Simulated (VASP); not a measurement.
# MoS2 (R-3m) in VASP: single point with PBEsol

Aim: the single point of MoS2 with PBEsol.

Everything below comes from runs of VASP 6.6.1. Logs are shortened: lines on timing, memory, paths and dates and some standing lists are left out, and cuts for length are marked.

### 1 The cell of the first run

Symmetry: R-3m, No. 166, trigonal system. The conventional cell has a = 3.120 Å, b = 3.120 Å, c = 18.258 Å, α = 90.00°, β = 90.00°, γ = 120.00°. Mo (site symmetry -3m) has 6 S at 2.41 Å and 6 Mo at 3.12 Å within 3.2 Å. Within 3.2 Å of S (site symmetry 3m) lie 3 Mo at 2.41 Å and 6 S at 3.12 Å.

### 2 Single point, PBEsol

INCAR

```
PREC     = Accurate       # precision mode
ENCUT    = 520            # plane-wave cutoff, eV
EDIFF    = 1E-6           # SCF threshold, eV
ISMEAR   = 0              # smearing method
SIGMA    = 0.1            # smearing width, eV
LREAL    = F              # projectors in reciprocal space
LASPH    = T              # aspherical terms in the spheres
NELM     = 80             # most SCF steps
ALGO     = Normal         # electronic algorithm
ISIF     = 2              # what is computed and relaxed
LWAVE    = F              # write WAVECAR
LCHARG   = F              # write CHGCAR
GGA      = PS             # functional
ISYM     = 0            
NBANDS   = 20             # bands
```

KPOINTS

```
regular mesh
0
Gamma
  12 12 6
```

POSCAR

```
MoS2
1.0
    3.1204068994      0.0000000000      0.0000000000
   -1.5602034497      2.7023516450      0.0000000000
    1.5602034497      0.9007838817      6.0860250644
Mo S
1 2
Direct
    0.0000000000      0.0000000000      0.0000000000
    0.4912866990      0.2456433495      0.2630699515
    0.5087133010      0.7543566505      0.7369300485
```

Potentials or basis: VASP PAW PBE potentials, release 64 (Mo_sv, S).

The run is started by

```
$ cat potpaw_PBE.64/Mo_sv/POTCAR potpaw_PBE.64/S/POTCAR > POTCAR
$ mpirun -np 1 vasp_std > vasp.out
```

OUTCAR:

```text
PREC = Accurate
   ENCUT = 520
   EDIFF = 1E-6
   ISMEAR = 0
   LREAL = F
   LASPH = T
   NELM = 80
   ISIF = 2
   GGA = PS
   ISYM = 0

 ion  position               nearest neighbor table
   1  0.000  0.000  0.000-   3 2.41   2 2.41   2 2.41   3 2.41   2 2.41   3 2.41
   2  0.491  0.246  0.263-   1 2.41   1 2.41   1 2.41
   3  0.509  0.754  0.737-   1 2.41   1 2.41   1 2.41

IMPORTANT INFORMATION: All symmetrisations will be switched off!
NOSYMM: (Re-)initialisation of all symmetry stuff for point group C_1.

----------------------------------------------------------------------------------------

                                     Primitive cell

  volume of cell :      51.3200

  direct lattice vectors                    reciprocal lattice vectors
     3.120406899  0.000000000  0.000000000     0.320471026  0.185024033 -0.109540572
    -1.560203450  2.702351645  0.000000000     0.000000000  0.370048066 -0.054770286
     1.560203450  0.900783882  6.086025064     0.000000000  0.000000000  0.164310858

  length of vectors
     3.120406899  3.120406899  6.347073931     0.385920598  0.374079344  0.164310858

  position of ions in fractional coordinates (direct lattice)
     0.000000000  0.000000000  0.000000000
     0.491286699  0.245643349  0.263069952
     0.508713301  0.754356651  0.736930048

  ion indices of the primitive-cell ions
   primitive index   ion index
                 1           1
                 2           2
                 3           3

----------------------------------------------------------------------------------------

 KPOINTS: regular mesh

Automatic generation of k-mesh.
 Grid dimensions read from file:
 generate k-points for:   12   12    6

 Generating k-lattice:

  Cartesian coordinates                     Fractional coordinates (reciprocal lattice)
     0.026705919  0.015418669 -0.009128381     0.083333333  0.000000000  0.000000000
     0.000000000  0.030837339 -0.004564190     0.000000000  0.083333333 -0.000000000
     0.000000000  0.000000000  0.027385143     0.000000000  0.000000000  0.166666667

  Length of vectors
     0.032160050  0.031173279  0.027385143

  Shift w.r.t. Gamma in fractional coordinates (k-lattice)
     0.000000000  0.000000000  0.000000000

[... 67 lines left out ...]
   LNONCOLLINEAR =      F non collinear calculations
   LSORBIT =      F    spin-orbit coupling
   LASPH  =      T    aspherical Exc in radial PAW
   ENCUT  =  520.0 eV  38.22 Ry    6.18 a.u.   5.80  5.80 11.80*2*pi/ulx,y,z
   NELM   =     80;   NELMIN=  2; NELMDL= -5     # of ELM steps
   EDIFF  = 0.1E-05   stopping-criterion for ELM
   LREAL  =      F    real-space projection
   EDIFFG = 0.1E-04   stopping-criterion for IOM
   NSW    =      0    number of steps for IOM
   IBRION =     -1    ionic relax: 0-MD 1-quasi-New 2-CG
   NFREE  =      0    steps in history (QN), initial steepest desc. (CG)
   ISIF   =      2    stress and relaxation
   ISYM   =      0    0-nonsym 1-usesym 2-fastsym
   POTIM  = 0.5000    time-step for ionic-motion
   TEBEG  =    0.0;   TEEND  =   0.0 temperature during run
   PSTRESS=    0.0 pullay stress
   NELECT =      26.0000    total number of electrons
   NUPDOWN=      -1.0000    fix difference up-down
   EMIN   =  10.00;   EMAX   =-10.00  energy-range for DOS
   EFERMI =   0.00;   METHOD = LEGACY
   ISMEAR =     0;   SIGMA  =   0.10  broadening in eV -4-tet -1-fermi 0-gaus
   EFERMI_NEDOS =   21; number of points for ismear=-14 and -15
   IALGO  =     38    algorithm
   IMIX   =      4    mixing-type and parameters
     AMIX     =   0.40;   BMIX     =  1.00
     AMIX_MAG =   1.60;   BMIX_MAG =  1.00
  volume/ion in A,a.u.               =      17.11       115.44
  Fermi-wavevector in a.u.,A,eV,Ry     =   1.305080  2.466243 23.173889  1.703233
  Thomas-Fermi vector in A             =   2.435973
   LORBIT       =      0    0 simple, 1 ext, 2 COOP (PROOUT), +10 PAW based schemes
   GGA     = PS    functional components
   LHFCALC =     F    Hartree Fock is set to
   AEXX    =    0.0000 exact exchange contribution
   IVDW    =     0    specifies the selected vdW correction
   LEPSILON=     F    determine dielectric tensor
   LRPA    =     F    only Hartree local field effects (RPA)
 non-spin polarized calculation
 Gauss-broadening in eV      SIGMA  =   0.10
  energy-cutoff  :      520.00
  volume of cell :       51.32
 maximum number of plane-waves:      1400
   NGX = 11   NGY = 11   NGZ = 23

 number of electron      26.0000000 magnetization

 Free energy of the ion-electron system (eV)
  ---------------------------------------------------
  ext. energy  EPLUGINS =         0.00000000
  ---------------------------------------------------
  free energy    TOTEN  =       -22.64355873 eV

  energy without entropy =      -22.63795960  energy(sigma->0) =      -22.64075917

 E-fermi :   8.1279     XC(G=0): -11.2859

 val. band max:        8.1180453788   @ k =   0.0000   0.0000   0.3333
 cond. band min:       8.1321165782   @ k =   0.3333   0.2500   0.3333
 fundamental gap:      0.0140711994
 Fermi energy:         8.1278709190

 k-point     1 :       0.0000    0.0000    0.0000
  band No.  band energies     occupation
      1     -53.4521      2.00000
      2     -27.5965      2.00000
      3     -27.4137      2.00000
      4     -27.4135      2.00000
      5      -7.0948      2.00000
      6      -5.4547      2.00000
[... 541 lines left out ...]
     19      15.1159      0.00000
     20      16.9297      0.00000

 [... further k-points ...]

------------------------ aborting loop because EDIFF is reached ----------------------------------------

  FORCE on cell =-STRESS in cart. coord.  units (eV):
  Direction    XX          YY          ZZ          XY          YZ          ZX
  --------------------------------------------------------------------------------------
  -------------------------------------------------------------------------------------
  Total        0.0098618      0.0113500     -0.0073471     -0.0012821      0.0001116      0.0001910
  in kB        0.3078799      0.3543405     -0.2293712     -0.0400261      0.0034826      0.0059642
  external PRESSURE =       0.1442831 kB  Pullay stress =       0.0000000 kB

 VOLUME and BASIS-vectors are now :
 -----------------------------------------------------------------------------
  energy-cutoff  :      520.00
  volume of cell :       51.32
      direct lattice vectors                 reciprocal lattice vectors
     3.120406899  0.000000000  0.000000000     0.320471026  0.185024033 -0.109540572
    -1.560203450  2.702351645  0.000000000     0.000000000  0.370048066 -0.054770286
     1.560203450  0.900783882  6.086025064     0.000000000  0.000000000  0.164310858

 POSITION                                       TOTAL-FORCE (eV/Angst)
 -----------------------------------------------------------------------------------
      0.00000      0.00000      0.00000         0.000000     -0.000000     -0.000002
      1.56020      0.90078      1.60105         0.000141      0.000082      0.004674
      1.56020      2.70235      4.48497        -0.000141     -0.000082     -0.004673
 -----------------------------------------------------------------------------------
    total drift:                               -0.000000      0.000000      0.000001

  FREE ENERGIE OF THE ION-ELECTRON SYSTEM (eV)
  ---------------------------------------------------
  free  energy   TOTEN  =       -22.6435587302 eV

  energy  without entropy=      -22.6379596036  energy(sigma->0) =      -22.64075917
```

OSZICAR:

```text
N       E                     dE             d eps       ncg     rms          rms(c)
DAV:   1     0.178076538602E+03    0.17808E+03   -0.13482E+04 17440   0.123E+03
DAV:   2    -0.169696078300E+02   -0.19505E+03   -0.18991E+03 21296   0.315E+02
DAV:   3    -0.240428281170E+02   -0.70732E+01   -0.69853E+01 21568   0.557E+01
DAV:   4    -0.241237085012E+02   -0.80880E-01   -0.80799E-01 21188   0.629E+00
DAV:   5    -0.241248769430E+02   -0.11684E-02   -0.11683E-02 21892   0.737E-01    0.250E+01
DAV:   6    -0.232189755659E+02    0.90590E+00   -0.14004E+01 18596   0.203E+01    0.948E+00
DAV:   7    -0.228323147111E+02    0.38666E+00   -0.68379E+00 18004   0.133E+01    0.644E+00
DAV:   8    -0.226444180071E+02    0.18790E+00   -0.10014E+00 18972   0.535E+00    0.187E+00
DAV:   9    -0.226449537073E+02   -0.53570E-03   -0.29996E-02 20672   0.107E+00    0.635E-01
DAV:  10    -0.226436309325E+02    0.13228E-02   -0.10886E-02 19484   0.673E-01    0.161E-01
DAV:  11    -0.226435826169E+02    0.48316E-04   -0.64510E-04 20012   0.160E-01    0.401E-02
DAV:  12    -0.226435542108E+02    0.28406E-04   -0.91794E-05 19560   0.624E-02    0.253E-02
DAV:  13    -0.226435588939E+02   -0.46831E-05   -0.13732E-05 20236   0.201E-02    0.111E-02
DAV:  14    -0.226435587302E+02    0.16365E-06   -0.97339E-07 11804   0.621E-03
   1 F= -.22643559E+02 E0= -.22640759E+02  d E =-.559913E-02
```

stdout:

```text
POSCAR found type information on POSCAR MoS
 POSCAR found :  2 types and       3 ions
 scaLAPACK will be used
 -----------------------------------------------------------------------------
|                                                                             |
|                                                                             |
[... 21 lines left out ...]
|     Results are often still useful ...                                      |
|                                                                             |
 -----------------------------------------------------------------------------

 POSCAR, INCAR and KPOINTS ok, starting setup
 FFT: planning ... GRIDC
 FFT: planning ... GRID_SOFT
 FFT: planning ... GRID
 WAVECAR not read
 entering main loop
```

Run time: 5.6 min. Hardware: 1 thread of Intel Xeon Platinum 8488C (Sapphire Rapids), shared host; peak memory 0.48 GiB.

Results:

```
Free energy            : -22.6436 eV
Pressure               : 0.0 GPa
Largest force          : 0.005 eV/Å
Band gap on the k mesh : zero (bands 13 and 14 overlap by 0.47 eV)
```

Forces in eV/Å, atoms in the order of the input:
```
Mo   0.000  0.000  0.000
S    0.000  0.000  0.005
S    0.000  0.000 -0.005
```

Caveat: the PAW data sets were made with another functional, which shifts forces and pressure a little; this functional lacks dispersion, which binds layers or chains, so the pressure and a relaxed spacing across them are unreliable.
